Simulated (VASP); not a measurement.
AlNi: single point with r2SCAN

The system is AlNi.

```xyz
2
Lattice="1.9387 -1.9532 0.0000 1.9387 1.9532 0.0000 0.0000 0.0000 3.0994" Properties=species:S:1:pos:R:3 pbc="T T T"
Al    0.0000    0.0000    0.0000
Ni    1.9387    0.0000    1.5497
```

- Program: VASP 6.6.1
- Task: single point
- Functional: r2SCAN
- Potentials or basis: VASP PAW PBE potentials, release 64 (Al, Ni)
- Cutoff: 520 eV
- k mesh: 16 × 16 × 14
- Occupations: methfessel-paxton, width 0.01 eV
- Spin: no spin polarisation

```
Pressure               : 0.4 GPa
Band gap on the k mesh : zero (an odd number of electrons rules out a gap without spin polarisation)
```

Stress tensor (GPa, compression positive):
```
 3.67  0.00  0.00
 0.00  1.83  0.00
 0.00  0.00 -4.44
```

Levels at points of the mesh, in eV from the Fermi level:
| k point | band 3 | band 4 | band 5 | band 6 | band 7 | band 8 | band 9 | band 10 | band 11 | band 12 |
| --- | --- | --- | --- | --- | --- | --- | --- | --- | --- | --- |
| (0.00, 0.00, 0.00) | -3.40 | -1.75 | -1.73 | -1.49 | 3.12 | 7.38 | 7.51 | 7.55 | 8.95 | 15.87 |
| (0.50, 0.00, 0.00) | -2.92 | -2.89 | -2.22 | -1.61 | -0.38 | 8.17 | 8.27 | 9.93 | 12.24 | 13.55 |
| (0.50, 0.50, 0.00) | -2.64 | -2.57 | -2.57 | -2.51 | -0.87 | 2.31 | 3.51 | 11.64 | 14.26 | 14.31 |
| (0.00, 0.00, 0.50) | -3.06 | -2.20 | -2.18 | -1.45 | -1.32 | 8.76 | 11.80 | 11.84 | 12.25 | 12.26 |
| (0.50, 0.00, 0.50) | -3.68 | -3.12 | -2.15 | -2.01 | -1.30 | 1.39 | 2.37 | 14.67 | 16.30 | 17.16 |
| (0.50, 0.50, 0.50) | -4.35 | -1.27 | -0.86 | 1.84 | 2.11 | 2.23 | 4.20 | 4.30 | 4.68 | 5.52 |

Run time: 11 min on 1 thread of Intel Xeon 8259CL (shared host), peak memory 0.3 GiB.

Caveat: the stress differs along the axes, from -4 to 4 GPa; the PAW data sets were made with another functional, which shifts forces and pressure a little. Spin polarisation is off, so any magnetic state and its effect on volume and gap are missing.
